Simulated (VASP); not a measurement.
Input of a VASP 6.6.1 run:

INCAR

```
SYSTEM = Ta
ALGO = Normal ; EDIFF = 1E-7
ENCUT = 520 ; GGA = PE
ISIF = 2 ; ISMEAR = 0
LASPH = .TRUE. ; LCHARG = .FALSE.
LREAL = .FALSE. ; LWAVE = .FALSE.
NBANDS = 12 ; NELM = 100
PREC = Accurate ; SIGMA = 0.15
```

The input KPOINTS:

```
k-points
0
G
  20 20 20
  0 0 0
```

File POSCAR:

```
Ta
1.0
   -1.6920330795      1.6920330795      1.6920330795
    1.6920330795     -1.6920330795      1.6920330795
    1.6920330795      1.6920330795     -1.6920330795
Ta
1
Direct
    0.0000000000      0.0000000000      0.0000000000
```

Potentials or basis: VASP PAW PBE potentials, release 64 (Ta_pv).

The run is started by

```bash
$ cat potpaw_PBE.64/Ta_pv/POTCAR > POTCAR
$ mpirun -np 1 vasp_std > vasp.out
```

Predict the band gap on the k mesh.

zero (an odd number of electrons rules out a gap without spin polarisation).

Predict the pressure.

-10.1 GPa.

Caveat: the cell stands under tension; spin-orbit coupling is left out, which moves the levels of the heavy elements.
